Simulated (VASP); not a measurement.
Runs of VASP 6.6.1 on Zr. The structure is that of space group Pm-3m (No. 221), or close to it. The cells are those of the table. The cell was built from a structure type or drawn by symmetry, and may not be a known phase.

```tsv
task	cell	k mesh	cutoff (eV)	gap on the mesh (eV)	pressure (GPa)	relaxed volume (Å³/atom)
single point	a = 4.241 Å, 3 atoms	4 × 4 × 4	520	none	2.4	-
relaxation of cell and atoms	relaxed from a = 4.292 Å, 3 atoms	12 × 12 × 12	600	none	0.0	(a)
relaxation of cell and atoms	relaxed from a = 4.241 Å, 3 atoms	4 × 4 × 4	600	none	0.0	26.33
single point	a = 4.292 Å, 3 atoms	4 × 4 × 4	520	none	-0.1	-
single point	a = 4.299 Å, 3 atoms	12 × 12 × 12	520	none	0.0	-
```

Alike in all rows: level PBE; potentials or basis VASP PAW PBE potentials, release 64 (Zr_sv); no spin polarisation; smearing gaussian 0.1 eV.

Q: Fill in the values left out.

A: (a) 26.49.

Caveats: some runs use coarse meshes.

A k mesh can miss the band edges, and the runs leave out spin-orbit coupling on Zr.

A gap of «none» marks levels without a gap at the run's occupations.
